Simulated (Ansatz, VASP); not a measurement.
## InSe in VASP and in Ansatz

```
In Se
1.0
     3.98289    0.00000    0.00000
    -1.99144    3.44928    0.00000
     0.00000    0.00000   25.66750
In Se
6 6
Direct
  0.66667 0.33333 0.33151
  0.66667 0.33333 0.22296
  0.33333 0.66667 0.66484
  0.33333 0.66667 0.55630
  0.00000 0.00000 0.99818
  0.00000 0.00000 0.88963
  0.33333 0.66667 0.04833
  0.00000 0.00000 0.17283
  0.00000 0.00000 0.38166
  0.66667 0.33333 0.50617
  0.66667 0.33333 0.71499
  0.33333 0.66667 0.83950
```

Change from the starting cell: equal strain along all axes, cell held, atoms relaxed: -1.5 %.

Alike in both runs: functional r2SCAN; k mesh 12 × 12 × 1; occupations gaussian, width 0.02 eV; no spin polarisation.

Ansatz relaxed the structure, and its values are those at the end. VASP's run is a single point on that final structure, the one shown.

|  | VASP | Ansatz |
| --- | --- | --- |
| version | VASP 6.6.1 | Ansatz 0.2.0 |
| potentials or method | VASP PAW PBE potentials, release 64 (In_d, Se), cutoff 520 eV | scalar-relativistic, plane waves, PAW |
| valence electrons in the cell | 114 | 174 |

```csv
,VASP,Ansatz,Ansatz less VASP
gap on the k mesh at the Fermi level (eV),1.77,1.77,+0.006
least direct gap on the mesh (eV),1.86,1.87,+0.005
pressure (GPa),1.3,1.3,-0.03
rms of the force components (eV/Å),0.007,0.000,-0.0064
```

VASP's potentials were made for PBE, not for r2SCAN. VASP's potentials hold 114 valence electrons a cell and Ansatz's 174, so a difference there can come from the potentials and not from the codes. Ansatz's warnings: stress scf threshold loose.
